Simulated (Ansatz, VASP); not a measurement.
# Two plane-wave programs on Si3C4

File INCAR:

```
SYSTEM = Si3C4
ALGO = Normal ; EDIFF = 1E-6
EDIFFG = -0.01 ; ENCUT = 600
GGA = PE ; IBRION = 2
ISIF = 3 ; ISMEAR = 0
LASPH = .True. ; LCHARG = .False.
LREAL = .False. ; LWAVE = .False.
NELM = 100 ; NSW = 100
PREC = Accurate ; SIGMA = 0.1
```

Contents of KPOINTS:

```
k-points
0
Gamma
  12 12 4
  0 0 0
```

Contents of POSCAR:

```
Si3C4
1.0
    3.0029435301      0.0000000000      0.0000000000
   -1.5014717650      2.6006253832      0.0000000000
    0.0000000000      0.0000000000      8.8960158907
Si C
3 4
Direct
    0.0000000000      0.0000000000      0.5000000000
    0.6666666667      0.3333333333      0.1733582416
    0.3333333333      0.6666666667      0.8266417584
    0.0000000000      0.0000000000      0.0854439370
    0.3333333333      0.6666666667      0.6215753717
    0.0000000000      0.0000000000      0.9145560630
    0.6666666667      0.3333333333      0.3784246283
```

Input for Ansatz:

```yaml
crystal:
  lattice:
    - [3.0029435301, 0.0, 0.0]
    - [-1.501471765, 2.6006253832, 0.0]
    - [0.0, 0.0, 8.8960158907]
  atoms:
    - { symbol: Si, position: [0.0, 0.0, 0.5] }
    - { symbol: Si, position: [0.6666666667, 0.3333333333, 0.1733582416] }
    - { symbol: Si, position: [0.3333333333, 0.6666666667, 0.8266417584] }
    - { symbol: C, position: [0.0, 0.0, 0.085443937] }
    - { symbol: C, position: [0.3333333333, 0.6666666667, 0.6215753717] }
    - { symbol: C, position: [0.0, 0.0, 0.914556063] }
    - { symbol: C, position: [0.6666666667, 0.3333333333, 0.3784246283] }
basis:
  ecutwfc: 420
kpoints:
  mp_grid: { grid: [12, 12, 4] }
hamiltonian:
  xc: pbe
scf:
  occupations: { method: gaussian, width: 0.1 }
output:
  forces: true
  stress: true
  eigenvalues: true
relax:
  adjacent_minimum: "off"
  f_tol: 0.01
  max_steps: 80
  cell: { stress_tol: 0.05 }
```

Change from the starting cell: species swapped into the Cr3Te4 type (C2/m, No. 12).

Alike in both runs: task relaxation of cell and atoms; functional PBE; k mesh 12 × 12 × 4; occupations gaussian, width 0.1 eV; no spin polarisation.

|  | VASP | Ansatz |
| --- | --- | --- |
| version | VASP 6.6.1 | Ansatz 0.2.0 |
| potentials or method | VASP PAW PBE potentials, release 64 (Si, C), cutoff 600 eV | scalar-relativistic, plane waves, PAW |
| valence electrons in the cell | 28 | 28 |

```tsv
	VASP	Ansatz	Ansatz less VASP
gap on the k mesh at the Fermi level, each at its own relaxed structure (eV)	none	none	-
relaxed volume (Å³/atom)	9.93	9.93	+0.003
relaxed cell length with the largest relative difference (Å)	8.892	8.893	+0.0010
```

A gap of «none» marks a metal or a gap that the smearing closes.
